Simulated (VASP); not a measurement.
# Ru (Fm-3m) in VASP: a series of runs, part 2 of 2

VASP 6.6.1.

## (3) Single point, HSE06

This run uses another cell than the first one, of 13.55 Å³/atom.

Contents of POSCAR:

```
Ru
1.0
    0.0000000000      1.8922143799      1.8922143799
    1.8922143799      0.0000000000      1.8922143799
    1.8922143799      1.8922143799      0.0000000000
Ru
1
Direct
    0.0000000000      0.0000000000      0.0000000000
```

Contents of INCAR.step1:

```
SYSTEM = Ru
  PREC = Accurate
  ENCUT = 420
  EDIFF = 1E-5
  ISMEAR = -1
  SIGMA = 0.1
  LREAL = .False.
  LASPH = .True.
  NELM = 120
  ALGO = Normal
  ISIF = 2
  LWAVE = .True.
  NBANDS = 14
  GGA = PE
  GGA_COMPAT = .False.
```

Contents of INCAR.step2:

```
SYSTEM = Ru
  PREC = Accurate
  ENCUT = 420
  EDIFF = 1E-6
  ISMEAR = -1
  SIGMA = 0.1
  LREAL = .False.
  LASPH = .True.
  NELM = 120
  ALGO = Normal
  ISIF = 2
  LWAVE = .False.
  LCHARG = .True.
  GGA = PE
  LHFCALC = .True.
  HFSCREEN = 0.2079
  PRECFOCK = Normal
  LELF = .True.
  LVHAR = .True.
  NBANDS = 14
  ISTART = 1
  GGA_COMPAT = .False.
```

Contents of KPOINTS:

```
Automatic mesh
0
Gamma
  6 6 6
  0 0 0
```

Potentials or basis: VASP PAW PBE potentials, release 64 (Ru_sv).

The run is started by

```bash
> cat potpaw_PBE.64/Ru_sv/POTCAR > POTCAR
> cp INCAR.step1 INCAR
> mpirun -np 1 vasp_std > vasp.out
> cp INCAR.step2 INCAR
> mpirun -np 1 vasp_std > vasp.out
```

OUTCAR:

```text
SYSTEM = Ru
   PREC = Accurate
   ENCUT = 420
   EDIFF = 1E-6
   ISMEAR = -1
   LREAL = .False.
   LASPH = .True.
   NELM = 120
   ISIF = 2
   GGA = PE
   LHFCALC = .True.
   HFSCREEN = 0.2079
   PRECFOCK = Normal
   ISTART = 1

 ion  position               nearest neighbor table
   1  0.000  0.000  0.000-

  LATTYP: Found a face centered cubic cell.
 ALAT       =     3.7844287598

  Lattice vectors:

 A1 = (   0.0000000000,   1.8922143799,   1.8922143799)
 A2 = (   1.8922143799,   0.0000000000,   1.8922143799)
 A3 = (   1.8922143799,   1.8922143799,   0.0000000000)

Analysis of symmetry for initial positions (statically):
=====================================================================
 Subroutine PRICEL returns:
 Original cell was already a primitive cell.

 Routine SETGRP: Setting up the symmetry group for a
 face centered cubic supercell.

 Subroutine GETGRP returns: Found 48 space group operations
 (whereof 48 operations were pure point group operations)
 out of a pool of 48 trial point group operations.

The static configuration has the point symmetry O_h .
[... 166 lines left out ...]
  band No.  band energies     occupation
      1     -62.7392      2.00000
      2     -30.5854      2.00000
      3     -30.5854      2.00000
      4     -30.5854      2.00000
      5       5.9238      2.00000
      6      11.7484      2.00000
      7      11.7484      2.00000
      8      11.7484      2.00000
      9      14.2377      1.99758
     10      14.2378      1.99758
     11      30.7613      0.00000
     12      36.7776      0.00000
     13      36.7776      0.00000
     14      36.7776      0.00000
[... 241 lines left out ...]
      1     -62.4589      2.00000
      2     -31.5952      2.00000
      3     -31.2298      2.00000
      4     -31.0550      2.00000
      5       8.4396      2.00000
      6       9.2304      2.00000
      7      12.8479      2.00000
      8      14.7476      1.66918
      9      17.6406      0.00000
     10      23.9447      0.00000
     11      28.1904      0.00000
     12      28.2093      0.00000
     13      29.9235      0.00000
     14      41.0048      0.00000

------------------------ aborting loop because EDIFF is reached ----------------------------------------

  FORCE on cell =-STRESS in cart. coord.  units (eV):
  Direction    XX          YY          ZZ          XY          YZ          ZX
  --------------------------------------------------------------------------------------
  -------------------------------------------------------------------------------------
  Total       -0.5581993     -0.5581993     -0.5581993      0.0000000      0.0000000      0.0000000
  in kB      -66.0022626    -66.0022626    -66.0022626      0.0000000      0.0000000      0.0000000
  external PRESSURE =     -66.0022626 kB  Pullay stress =       0.0000000 kB

 VOLUME and BASIS-vectors are now :
 -----------------------------------------------------------------------------
  energy-cutoff  :      420.00
  volume of cell :       13.55
      direct lattice vectors                 reciprocal lattice vectors
     0.000000000  1.892214380  1.892214380    -0.264240672  0.264240672  0.264240672
     1.892214380  0.000000000  1.892214380     0.264240672 -0.264240672  0.264240672
     1.892214380  1.892214380  0.000000000     0.264240672  0.264240672 -0.264240672

 POSITION                                       TOTAL-FORCE (eV/Angst)
 -----------------------------------------------------------------------------------
      0.00000      0.00000      0.00000         0.000000      0.000000      0.000000
 -----------------------------------------------------------------------------------
    total drift:                               -0.000000     -0.000000     -0.000000

  FREE ENERGIE OF THE ION-ELECTRON SYSTEM (eV)
  ---------------------------------------------------
  free  energy   TOTEN  =       -10.7315074641 eV

  energy  without entropy=      -10.7074302366  energy(sigma->0) =      -10.71946885
```

OUTCAR.step1:

```text
SYSTEM = Ru
   PREC = Accurate
   ENCUT = 420
   EDIFF = 1E-5
   ISMEAR = -1
   LREAL = .False.
[... 479 lines left out ...]
 -----------------------------------------------------------------------------------
      0.00000      0.00000      0.00000         0.000000      0.000000      0.000000
 -----------------------------------------------------------------------------------
    total drift:                                0.000000     -0.000000     -0.000000

  FREE ENERGIE OF THE ION-ELECTRON SYSTEM (eV)
  ---------------------------------------------------
  free  energy   TOTEN  =        -9.1015335264 eV

  energy  without entropy=       -9.0569841197  energy(sigma->0) =       -9.07925882
```

Run time: 5.7 min. Hardware: 1 thread of Intel Xeon Platinum 8488C (Sapphire Rapids), shared host; peak memory 0.22 GiB.

What came out:

```
Free energy            : -10.7315 eV
Pressure               : -6.6 GPa
Band gap on the k mesh : zero (bands 8 and 9 overlap by 4.50 eV)
```

Levels at points of the mesh, in eV from the Fermi level:
```tsv
k point	band 4	band 5	band 6	band 7	band 8	band 9	band 10	band 11	band 12	band 13
(0.00, 0.00, 0.00)	-45.49	-8.99	-3.16	-3.16	-3.16	-0.67	-0.67	15.85	21.87	21.87
(0.50, 0.00, 0.00)	-45.67	-7.10	-3.49	-3.49	0.99	2.05	2.05	11.21	15.50	22.33
(0.50, 0.50, 0.00)	-45.95	-7.59	-6.96	1.70	2.70	2.70	3.85	14.44	14.44	14.91
```

Caveat: the k points lie up to 0.48 Å⁻¹ apart, too coarse for converged energies and pressures of a metal; the PAW data sets were made with another functional, which shifts forces and pressure a little.
